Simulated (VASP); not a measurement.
# BiTe (Fm-3m) in VASP: notebook

Runs on BiTe. Level: r2SCAN. Tasks: relaxation of the atoms.

Program: VASP 6.6.1. These are calculated values, not measurements. Logs are shortened: lines on timing, memory, paths and dates and some standing lists are left out, and cuts for length are marked.

**1. The cell of the first run**

It takes space group Fm-3m (No. 225, cubic). Conventional cell: a = 6.602 Å, b = 6.602 Å, c = 6.602 Å, α = 90.00°, β = 90.00°, γ = 90.00°. Bi (site symmetry m-3m) has 6 Te at 3.30 Å within 4.3 Å. Within 4.3 Å of Te (site symmetry m-3m) lie 6 Bi at 3.30 Å.

**2. Relaxation of the atoms, r2SCAN**

POSCAR

```
BiTe
1.0
    0.0000000000      3.3009442800      3.3009442800
    3.3009442800      0.0000000000      3.3009442800
    3.3009442800      3.3009442800      0.0000000000
Bi Te
1 1
Direct
    0.0000000000      0.0000000000      0.0000000000
    0.5000000000      0.5000000000      0.5000000000
```

INCAR.step1

```
SYSTEM = BiTe
ALGO = Normal ; EDIFF = 1E-4
ENCUT = 520 ; GGA = PE
ISMEAR = -1 ; LASPH = .True.
LCHARG = .False. ; LREAL = .False.
LWAVE = .True. ; NELM = 100
PREC = Accurate ; SIGMA = 0.1
```

INCAR.step2

```
SYSTEM = BiTe
ALGO = Normal ; EDIFF = 1E-6
EDIFFG = -0.01 ; ENCUT = 520
IBRION = 2 ; ISIF = 2
ISMEAR = -1 ; ISTART = 1
LASPH = .True. ; LCHARG = .False.
LMIXTAU = .True. ; LREAL = .False.
LWAVE = .False. ; METAGGA = R2SCAN
NELM = 100 ; NSW = 50
PREC = Accurate ; SIGMA = 0.1
```

KPOINTS

```
k-points
0
Gamma
  9 9 9
  0 0 0
```

Potentials or basis: VASP PAW PBE potentials, release 64 (Bi_d, Te).

On the command line:

```bash
$ cat potpaw_PBE.64/Bi_d/POTCAR potpaw_PBE.64/Te/POTCAR > POTCAR
$ cp INCAR.step1 INCAR
$ mpirun -np 1 vasp_std > vasp.out
$ cp INCAR.step2 INCAR
$ mpirun -np 1 vasp_std > vasp.out
```

OUTCAR:

```text
SYSTEM = BiTe
   EDIFF = 1E-6
   EDIFFG = -0.01
   ENCUT = 520
   IBRION = 2
   ISIF = 2
   ISMEAR = -1
   ISTART = 1
   LASPH = .True.
   LREAL = .False.
   METAGGA = R2SCAN
   NELM = 100
   NSW = 50
   PREC = Accurate

 ion  position               nearest neighbor table
   1  0.000  0.000  0.000-   2 3.30   2 3.30   2 3.30   2 3.30   2 3.30   2 3.30
   2  0.500  0.500  0.500-   1 3.30   1 3.30   1 3.30   1 3.30   1 3.30   1 3.30

  LATTYP: Found a face centered cubic cell.
 ALAT       =     6.6018885600

  Lattice vectors:

 A1 = (   0.0000000000,   3.3009442800,   3.3009442800)
 A2 = (   3.3009442800,   0.0000000000,   3.3009442800)
 A3 = (   3.3009442800,   3.3009442800,   0.0000000000)

Analysis of symmetry for initial positions (statically):
=====================================================================
 Subroutine PRICEL returns:
 Original cell was already a primitive cell.

 Routine SETGRP: Setting up the symmetry group for a
 face centered cubic supercell.

 Subroutine GETGRP returns: Found 48 space group operations
 (whereof 48 operations were pure point group operations)
 out of a pool of 48 trial point group operations.

The static configuration has the point symmetry O_h .

Analysis of symmetry for dynamics (positions and initial velocities):
=====================================================================
 Subroutine PRICEL returns:
 Original cell was already a primitive cell.

 Routine SETGRP: Setting up the symmetry group for a
 face centered cubic supercell.

 Subroutine GETGRP returns: Found 48 space group operations
 (whereof 48 operations were pure point group operations)
 out of a pool of 48 trial point group operations.

The dynamic configuration has the point symmetry O_h .

 Subroutine INISYM returns: Found 48 space group operations
 (whereof 48 operations are pure point group operations),
 and found     1 'primitive' translations

----------------------------------------------------------------------------------------

                                     Primitive cell

  volume of cell :      71.9357

  direct lattice vectors                    reciprocal lattice vectors
     0.000000000  3.300944280  3.300944280    -0.151471809  0.151471809  0.151471809
     3.300944280  0.000000000  3.300944280     0.151471809 -0.151471809  0.151471809
     3.300944280  3.300944280  0.000000000     0.151471809  0.151471809 -0.151471809

  length of vectors
[... 88 lines left out ...]
   ISIF   =      2    stress and relaxation
   ISYM   =      2    0-nonsym 1-usesym 2-fastsym
   POTIM  = 0.5000    time-step for ionic-motion
   TEBEG  =    0.0;   TEEND  =   0.0 temperature during run
   PSTRESS=    0.0 pullay stress
   NELECT =      21.0000    total number of electrons
   NUPDOWN=      -1.0000    fix difference up-down
   EMIN   =  10.00;   EMAX   =-10.00  energy-range for DOS
   EFERMI =   0.00;   METHOD = LEGACY
   ISMEAR =    -1;   SIGMA  =   0.10  broadening in eV -4-tet -1-fermi 0-gaus
   EFERMI_NEDOS =   21; number of points for ismear=-14 and -15
   IALGO  =     38    algorithm
   IMIX   =      4    mixing-type and parameters
     AMIX     =   0.40;   BMIX     =  1.00
     AMIX_MAG =   1.60;   BMIX_MAG =  1.00
  volume/ion in A,a.u.               =      35.97       242.72
  Fermi-wavevector in a.u.,A,eV,Ry     =   1.086008  2.052258 16.046897  1.179414
  Thomas-Fermi vector in A             =   2.222135
   LORBIT       =      0    0 simple, 1 ext, 2 COOP (PROOUT), +10 PAW based schemes
   METAGGA = R2SCAN    functional components
   LHFCALC =     F    Hartree Fock is set to
   AEXX    =    0.0000 exact exchange contribution
   IVDW    =     0    specifies the selected vdW correction
   LEPSILON=     F    determine dielectric tensor
   LRPA    =     F    only Hartree local field effects (RPA)
 conjugate gradient relaxation of ions
 non-spin polarized calculation
  energy-cutoff  :      520.00
  volume of cell :       71.94
 maximum number of plane-waves:      1950
   NGX = 17   NGY = 17   NGZ = 17

 number of electron      20.9999999 magnetization

 Free energy of the ion-electron system (eV)
  ---------------------------------------------------
  ext. energy  EPLUGINS =         0.00000000
  ---------------------------------------------------
  free energy    TOTEN  =       -84.01084259 eV

  energy without entropy =      -83.95565888  energy(sigma->0) =      -83.98325073

 E-fermi :   5.8685     XC(G=0):  -9.7137

 val. band max:        5.8268574992   @ k =   0.3333   0.0000   0.0000
 cond. band min:       5.9015557518   @ k =   0.3333   0.2222   0.1111
 fundamental gap:      0.0746982527
 Fermi energy:         5.8685103268

 k-point     1 :       0.0000    0.0000    0.0000
  band No.  band energies     occupation
      1     -18.0155      2.00000
      2     -18.0155      2.00000
      3     -18.0134      2.00000
      4     -18.0134      2.00000
      5     -18.0134      2.00000
      6      -7.8591      2.00000
      7      -2.6693      2.00000
      8       3.2411      2.00000
      9       3.2411      2.00000
     10       3.2411      2.00000
     11       7.9803      0.00000
     12       7.9803      0.00000
     13       7.9803      0.00000
     14      10.9793      0.00000
[... 377 lines left out ...]
      1     -18.0271      2.00000
      2     -18.0160      2.00000
      3     -18.0119      2.00000
      4     -18.0053      2.00000
      5     -18.0053      2.00000
      6      -6.2555      2.00000
      7      -4.4020      2.00000
      8       0.4952      2.00000
      9       1.8973      2.00000
     10       1.8973      2.00000
     11       8.6341      0.00000
     12       9.2856      0.00000
     13       9.2856      0.00000
     14      10.2876      0.00000

 [... further k-points ...]
[... 5 lines left out ...]
  --------------------------------------------------------------------------------------
  -------------------------------------------------------------------------------------
  Total       -1.1948331     -1.1948331     -1.1948331      0.0000000      0.0000000      0.0000000
  in kB      -26.6117380    -26.6117380    -26.6117380      0.0000000      0.0000000      0.0000000
  external PRESSURE =     -26.6117380 kB  Pullay stress =       0.0000000 kB

 VOLUME and BASIS-vectors are now :
 -----------------------------------------------------------------------------
  energy-cutoff  :      520.00
  volume of cell :       71.94
      direct lattice vectors                 reciprocal lattice vectors
     0.000000000  3.300944280  3.300944280    -0.151471809  0.151471809  0.151471809
     3.300944280  0.000000000  3.300944280     0.151471809 -0.151471809  0.151471809
     3.300944280  3.300944280  0.000000000     0.151471809  0.151471809 -0.151471809

 POSITION                                       TOTAL-FORCE (eV/Angst)
 -----------------------------------------------------------------------------------
      0.00000      0.00000      0.00000         0.000000     -0.000000      0.000000
      3.30094      3.30094      3.30094        -0.000000      0.000000     -0.000000
 -----------------------------------------------------------------------------------
    total drift:                               -0.000000      0.000000      0.000000

  FREE ENERGIE OF THE ION-ELECTRON SYSTEM (eV)
  ---------------------------------------------------
  free  energy   TOTEN  =       -84.0108425916 eV

  energy  without entropy=      -83.9556588759  energy(sigma->0) =      -83.98325073

 reached required accuracy - stopping structural energy minimisation
```

Run time: 64 s. Hardware: 1 thread of Intel Xeon Platinum 8488C (Sapphire Rapids), shared host; peak memory 0.24 GiB.

Results:

```yaml
Free_energy: -84.0108 eV
Pressure_after_relaxing: -2.7 GPa
Band_gap_on_the_k_mesh: zero (an odd number of electrons rules out a gap without spin polarisation)
```

Final structure:
```yaml
crystal:
  lattice:
    - [0.00000, 3.30094, 3.30094]
    - [3.30094, 0.00000, 3.30094]
    - [3.30094, 3.30094, 0.00000]
  atoms:
    - { symbol: Bi, position: [0.00000, 0.00000, 0.00000] }
    - { symbol: Te, position: [0.50000, 0.50000, 0.50000] }
```

Levels at points of the mesh, in eV from the Fermi level:
```
           k point  band 6  band 7  band 8  band 9  band 10  band 11  band 12  band 13  band 14
(0.00, 0.00, 0.00)  -13.73   -8.54   -2.63   -2.63    -2.63     2.11     2.11     2.11     5.11
```

Caveat: the relaxation stopped at its first step, so nothing moved; the PAW data sets were made with another functional, which shifts forces and pressure a little; spin-orbit coupling is left out, which moves the levels of the heavy elements.

**3. Relaxation of the atoms, r2SCAN**

This run uses another cell than the first one, of 31.90 Å³/atom.

POSCAR

```
BiTe
1.0
    0.0000000000      3.1713598600      3.1713598600
    3.1713598600      0.0000000000      3.1713598600
    3.1713598600      3.1713598600      0.0000000000
Bi Te
1 1
Direct
    0.0000000000      0.0000000000      0.0000000000
    0.5000000000      0.5000000000      0.5000000000
```

INCAR.step1

```
SYSTEM = BiTe
ALGO = Normal
EDIFF = 1E-4
ENCUT = 520
GGA = PE
ISMEAR = -1
LASPH = .TRUE.
LCHARG = .FALSE.
LREAL = .FALSE.
LWAVE = .TRUE.
NELM = 80
PREC = Accurate
SIGMA = 0.1
```

INCAR.step2

```
SYSTEM = BiTe
ALGO = Normal
EDIFF = 1E-7
EDIFFG = -0.01
ENCUT = 520
IBRION = 2
ISIF = 2
ISMEAR = -1
ISTART = 1
LASPH = .TRUE.
LCHARG = .FALSE.
LMIXTAU = .TRUE.
LREAL = .FALSE.
LWAVE = .FALSE.
METAGGA = R2SCAN
NELM = 80
NSW = 50
PREC = Accurate
SIGMA = 0.1
```

KPOINTS

```
k-points
0
G
  9 9 9
  0 0 0
```

Potentials or basis: VASP PAW PBE potentials, release 64 (Bi_d, Te).

On the command line:

```bash
$ cat potpaw_PBE.64/Bi_d/POTCAR potpaw_PBE.64/Te/POTCAR > POTCAR
$ cp INCAR.step1 INCAR
$ mpirun -np 1 vasp_std > vasp.out
$ cp INCAR.step2 INCAR
$ mpirun -np 1 vasp_std > vasp.out
```

Run time: 75 s. Hardware: 1 thread of Intel Xeon 6975P-C (Granite Rapids), shared host; peak memory 0.23 GiB.

Results (log left out):

| Item | Value |
| --- | --- |
| Free energy | -84.0050 eV |
| Pressure after relaxing | 3.5 GPa |
| Band gap on the k mesh | zero (an odd number of electrons rules out a gap without spin polarisation) |

Final structure:
```
Bi Te
1.0
     0.00000    3.17136    3.17136
     3.17136    0.00000    3.17136
     3.17136    3.17136    0.00000
Bi Te
1 1
Direct
  0.00000 0.00000 0.00000
  0.50000 0.50000 0.50000
```

Levels at points of the mesh, in eV from the Fermi level:
| k point | band 8 | band 9 | band 10 | band 11 | band 12 | band 13 |
| --- | --- | --- | --- | --- | --- | --- |
| (0.00, 0.00, 0.00) | -2.98 | -2.98 | -2.98 | 2.37 | 2.37 | 2.37 |

Caveat: the relaxation stopped at its first step, so nothing moved; the PAW data sets were made with another functional, which shifts forces and pressure a little; spin-orbit coupling is left out, which moves the levels of the heavy elements.

**4. Relaxation of the atoms, r2SCAN**

This run uses another cell than the first one, of 32.57 Å³/atom.

POSCAR

```
BiTe
1.0
    0.0000000000      3.1936941100      3.1936941100
    3.1936941100      0.0000000000      3.1936941100
    3.1936941100      3.1936941100      0.0000000000
Bi Te
1 1
Direct
    0.0000000000      0.0000000000      0.0000000000
    0.5000000000      0.5000000000      0.5000000000
```

INCAR.step1

```
ALGO = Normal
EDIFF = 1E-4
ENCUT = 520
GGA = PE
ISMEAR = -1
LASPH = True
LCHARG = False
LREAL = False
LWAVE = True
NELM = 100
PREC = Accurate
SIGMA = 0.1
```

INCAR.step2

```
ALGO = Normal
EDIFF = 1E-7
EDIFFG = -0.01
ENCUT = 520
IBRION = 2
ISIF = 2
ISMEAR = -1
ISTART = 1
LASPH = True
LCHARG = False
LMIXTAU = True
LREAL = False
LWAVE = False
METAGGA = R2SCAN
NELM = 100
NSW = 50
PREC = Accurate
SIGMA = 0.1
```

KPOINTS

```
k-points
0
Gamma
  9 9 9
```

On the command line:

```bash
$ cat potpaw_PBE.64/Bi_d/POTCAR potpaw_PBE.64/Te/POTCAR > POTCAR
$ cp INCAR.step1 INCAR
$ mpirun -np 1 vasp_std > vasp.out
$ cp INCAR.step2 INCAR
$ mpirun -np 1 vasp_std > vasp.out
```

It took 87 s on 1 thread of Intel Xeon 6975P-C (Granite Rapids), shared host; peak memory 0.24 GiB.

The run converged. Its results:

| Item | Value |
| --- | --- |
| Free energy | -84.0293 eV |
| Pressure after relaxing | 2.2 GPa |
| Band gap on the k mesh | zero (an odd number of electrons rules out a gap without spin polarisation) |

Final structure:
```
Bi Te
1.0
     0.00000    3.19369    3.19369
     3.19369    0.00000    3.19369
     3.19369    3.19369    0.00000
Bi Te
1 1
Cartesian
  0.0000 0.0000 0.0000
  3.1937 3.1937 3.1937
```

Levels at points of the mesh, in eV from the Fermi level:
| k point | band 6 | band 7 | band 8 | band 9 | band 10 | band 11 | band 12 | band 13 | band 14 |
| --- | --- | --- | --- | --- | --- | --- | --- | --- | --- |
| (0.00, 0.00, 0.00) | -14.44 | -8.15 | -2.91 | -2.91 | -2.91 | 2.33 | 2.33 | 2.33 | 4.94 |

Caveat: the relaxation stopped at its first step, so nothing moved; the PAW data sets were made with another functional, which shifts forces and pressure a little; spin-orbit coupling is left out, which moves the levels of the heavy elements.

(Part 1 of 2 ends here.)
